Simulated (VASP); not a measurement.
Sr, 1 atom in the cell. Symmetry: Fm-3m, No. 225, cubic system. The conventional cell has a = 6.104 Å, b = 6.104 Å, c = 6.104 Å, α = 90.00°, β = 90.00°, γ = 90.00°. Sr (site symmetry m-3m) has 12 Sr at 4.32 Å within 5.7 Å. 

* Program: VASP 6.6.1
* Task: single point
* Functional: r2SCAN
* Potentials or basis: VASP PAW PBE potentials, release 64 (Sr_sv)
* Cutoff: 520 eV
* k mesh: 13 × 13 × 13
* Occupations: fermi-dirac, width 0.1 eV
* Spin: no spin polarisation
* Dipole correction: no
* Further INCAR settings: ALGO = Normal; EDIFF = 1e-06; NBANDS = 11

Potentials or basis: VASP PAW PBE potentials, release 64 (Sr_sv).

Command:

```bash
$ cat potpaw_PBE.64/Sr_sv/POTCAR > POTCAR
$ cp INCAR.step1 INCAR
$ mpirun -np 1 vasp_std > vasp.out
$ cp INCAR.step2 INCAR
$ mpirun -np 1 vasp_std > vasp.out
```

Hardware: 1 thread of AMD EPYC 9R45 96-Core Processor (Zen 5), with other jobs on the host.

Estimate the wall time of this run.

It took 93 s on 1 thread of AMD EPYC 9R45 96-Core Processor (Zen 5), on a shared host, peak memory 0.19 GiB. Counts: k points 84.
